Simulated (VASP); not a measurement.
Here is a VASP 6.6.1 calculation.

Contents of INCAR:

```
SYSTEM = Si4C5
  PREC = Accurate
  ENCUT = 520
  EDIFF = 1E-6
  ISMEAR = 0
  SIGMA = 0.05
  LREAL = .False.
  LASPH = .True.
  NELM = 150
  ALGO = Normal
  ISIF = 2
  LWAVE = .False.
  LCHARG = .False.
  ISPIN = 2
  MAGMOM = 0 0 0 0 0 0 0 0 2
  LORBIT = 11
  LDIPOL = .True.
  IDIPOL = 3
  DIPOL = 0.5 0.5 0.321
  GGA = PE
  NBANDS = 32
```

File KPOINTS:

```
Automatic mesh
0
Gamma
  9 5 1
  0 0 0
```

File POSCAR:

```
Si4C5
1.0
    3.0920147294      0.0000000000      0.0000000000
    0.0000000000      5.0738209150      0.0000000000
    0.0000000000      0.0000000000     18.9686857271
Si C
4 5
Direct
    0.0000000000      0.9954360478      0.2108738611
    0.5000000000      0.4954360478      0.2579297184
    0.5000000000      0.9936728437      0.3565277199
    0.0000000000      0.4650509218      0.3853429993
    0.0000000000      0.6195639522      0.2108738611
    0.5000000000      0.1195639522      0.2579297184
    0.5000000000      0.6250367736      0.3569005385
    0.0000000000      0.1238202484      0.3937376492
    0.0000000000      0.9571535817      0.4576282575
```

Potentials or basis: VASP PAW PBE potentials, release 64 (Si, C).

Command:

```sh
$ cat potpaw_PBE.64/Si/POTCAR potpaw_PBE.64/C/POTCAR > POTCAR
$ mpirun -np 1 vasp_std > vasp.out
```

Q: What does it give for the net moment?

A: 0.88 μB per cell.

Q: Predict the largest force.

A: 4.047 eV/Å.

Forces on the atoms (eV/Å):
```
Si   0.000 -1.859  1.377
Si   0.000  0.725 -2.830
Si   0.000 -1.320 -2.412
Si   0.000  3.980  0.735
C    0.000  0.985  1.562
C    0.000  0.257 -0.161
C    0.000 -0.840 -0.599
C    0.000 -1.402  2.276
C    0.000 -0.526  0.050
```
